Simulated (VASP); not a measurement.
A run of VASP 6.6.1:

File INCAR:

```
PREC = Accurate ; ENCUT = 600
EDIFF = 1E-7 ; ISMEAR = 0
SIGMA = 0.1 ; LREAL = False
LASPH = True ; NELM = 200
ALGO = Normal ; ISIF = 3
LWAVE = False ; LCHARG = False
GGA = PE ; IBRION = 2
NSW = 100 ; EDIFFG = -0.01
GGA_COMPAT = False ; NELMIN = 4
LMAXMIX = 6
```

File KPOINTS:

```
Automatic mesh
0
Gamma
  12 12 6
```

File POSCAR:

```
Tm2MgC2
1.0
    4.1568105124      0.0000000000      0.0000000000
   -2.0784052562      3.5999035025      0.0000000000
    0.0000000000      0.0000000000      5.2248245660
Tm Mg C
2 1 2
Direct
    0.3333333333      0.6666666667      0.7174522244
    0.6666666667      0.3333333333      0.2825477756
    0.0000000000      0.0000000000      0.0000000000
    0.3333333333      0.6666666667      0.2236616369
    0.6666666667      0.3333333333      0.7763383631
```

Potentials or basis: VASP PAW PBE potentials, release 64 (Tm_3, Mg, C), 4f in core.

Run with:

```console
$ cat potpaw_PBE.64/Tm_3/POTCAR potpaw_PBE.64/Mg/POTCAR potpaw_PBE.64/C/POTCAR > POTCAR
$ mpirun -np 1 vasp_std > vasp.out
```

Hardware: 1 thread of AMD EPYC 9R45 96-Core Processor (Zen 5) (shared host).

**Question.** Estimate the wall time of this run.

**Answer.** It took 5.4 min on 1 thread of AMD EPYC 9R45 96-Core Processor (Zen 5), on a shared host, peak memory 0.34 GiB. Counts: scf iterations 42, k points 100, ion steps 5.
